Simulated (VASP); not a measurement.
Input of a VASP 6.6.1 run:

Contents of INCAR:

```
PREC = Accurate
ENCUT = 520
EDIFF = 1E-6
ISMEAR = 0
SIGMA = 0.2
LREAL = False
LASPH = True
NELM = 60
ALGO = Normal
ISIF = 2
LWAVE = False
LCHARG = False
GGA = PE
NBANDS = 36
```

The input KPOINTS:

```
Automatic mesh
0
Gamma
  5 5 2
```

File POSCAR:

```
LaHfO
1.0
    3.7716810548      0.0000000000      0.0000000000
   -1.8858405274      3.2663716085      0.0000000000
    0.0000000000      0.0000000000     11.7407690719
La Hf O
2 2 2
Direct
    0.3333333333      0.6666666667      0.3572394923
    0.6666666667      0.3333333333      0.6427605077
    0.3333333333      0.6666666667      0.9084587063
    0.6666666667      0.3333333333      0.0915412937
    0.6666666667      0.3333333333      0.4196966350
    0.3333333333      0.6666666667      0.5803033650
```

Potentials or basis: VASP PAW PBE potentials, release 64 (La, Hf_pv, O).

Command:

```sh
$ cat potpaw_PBE.64/La/POTCAR potpaw_PBE.64/Hf_pv/POTCAR potpaw_PBE.64/O/POTCAR > POTCAR
$ mpirun -np 1 vasp_std > vasp.out
```

Question: What does it give for the pressure?

Answer: -0.5 GPa.

Question: What does it give for the band gap on the k mesh?

Answer: Zero (bands 27 and 28 overlap by 0.60 eV).

Question: What does it give for the largest force?

Answer: 0.084 eV/Å.

Forces in eV/Å, atoms in the order of the input:
```
La   0.000  0.000 -0.004
La   0.000  0.000  0.004
Hf   0.000  0.000 -0.026
Hf   0.000  0.000  0.026
O    0.000  0.000 -0.084
O    0.000  0.000  0.084
```

Caveat: the k points lie up to 0.38 Å⁻¹ apart, too coarse for converged energies and pressures of a metal; spin-orbit coupling is left out, which moves the levels of the heavy elements.
